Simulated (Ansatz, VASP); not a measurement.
## Mg3Zr: VASP beside Ansatz

```xyz
4
Lattice="4.3204 0.0000 0.0000 0.0000 4.3204 0.0000 0.0000 0.0000 4.3204" Properties=species:S:1:pos:R:3 pbc="T T T"
Mg    2.1602    2.1602    0.0000
Mg    2.1602    0.0000    2.1602
Mg    0.0000    2.1602    2.1602
Zr    0.0000    0.0000    0.0000
```

Alike in both runs: task single point; functional LDA; k mesh 5 × 5 × 5; occupations fermi-dirac, width 0.15 eV; no spin polarisation.

|  | VASP | Ansatz |
| --- | --- | --- |
| version | VASP 6.6.1 | Ansatz 0.2.0 |
| potentials or method | VASP PAW LDA potentials, release 64 (Mg, Zr_sv), cutoff 520 eV | plane waves, PAW |
| valence electrons in the cell | 18 | 42 |

Ansatz gave:

- pressure (GPa): 2.2

Problem. What did VASP give for the same quantities?

Solution. Pressure (GPa): 1.9.

LDA's correlation is that of Perdew and Zunger in VASP and of Perdew and Wang (1992) in Ansatz. VASP's potentials hold 18 valence electrons a cell and Ansatz's 42, so a difference there can come from the potentials and not from the codes. Ansatz's warnings: stress scf threshold loose.
